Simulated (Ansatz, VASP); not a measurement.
# Sb in VASP and in Ansatz

```
Sb
1.0
     3.61356    0.00000    0.00000
    -1.80678    3.12944    0.00000
     0.00000    0.00000    5.89255
Sb
2
Cartesian
  1.8068 1.0431 4.4194
  0.0000 2.0863 1.4731
```

Change from the starting cell: volume scaled by 1.25.

Alike in both runs: functional LDA; k mesh 9 × 9 × 5; occupations fermi-dirac, width 0.02 eV; no spin polarisation.

```csv
,VASP,Ansatz
version,VASP 6.6.1,Ansatz 0.2.0
potentials or method,"VASP PAW LDA potentials, release 64 (Sb), cutoff 520 eV","all-electron LAPW, scalar-relativistic"
task,single point,band structure
```

```tsv
	VASP	Ansatz	Ansatz less VASP
gap on the k mesh at the Fermi level (eV)	none	none	-
pressure (GPa)	-10.4	-10.3	+0.08
traceless stress, the component that is largest in VASP (GPa)	-0.09	-0.11	-0.019
```

LDA's correlation is that of Perdew and Zunger in VASP and of Perdew and Wang (1992) in Ansatz. A gap of «none» marks a metal or a gap that the smearing closes. Ansatz ran all-electron here, and VASP with PAW potentials.

Neither program's run includes spin-orbit coupling.
